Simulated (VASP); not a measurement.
BiTe:

```
CELL_PARAMETERS angstrom
0.00000 3.59696 3.59696
3.59696 0.00000 3.59696
3.59696 3.59696 0.00000
ATOMIC_POSITIONS crystal
Bi 0.00000 0.00000 0.00000
Te 0.25000 0.25000 0.25000
```

Base run:

```yaml
Program: VASP 6.6.1
Functional: r2SCAN
Potentials_or_basis: VASP PAW PBE potentials, release 64 (Bi_d, Te)
Cutoff: 520 eV
k_mesh: 8 × 8 × 8
Occupations: gaussian, width 0.05 eV
Spin: no spin polarisation
```

Its results: band gap on the k mesh zero (an odd number of electrons rules out a gap without spin polarisation); pressure 0.0 GPa.

The run is repeated on the same cell with these changes: dispersion from none to D3(BJ). What comes out?

Band gap on the k mesh zero (an odd number of electrons rules out a gap without spin polarisation); pressure -0.6 GPa.

Dispersion adds attraction, which lowers the pressure at fixed volume and, as a term added to the energy, leaves the levels alone.

Caveats: the PAW data sets were made with another functional, which shifts forces and pressure a little; spin-orbit coupling is left out, which moves the levels of the heavy elements; an odd number of electrons without spin polarisation forces a metal; a magnetic or distorted state may lie lower; three body term missing (at least some runs).
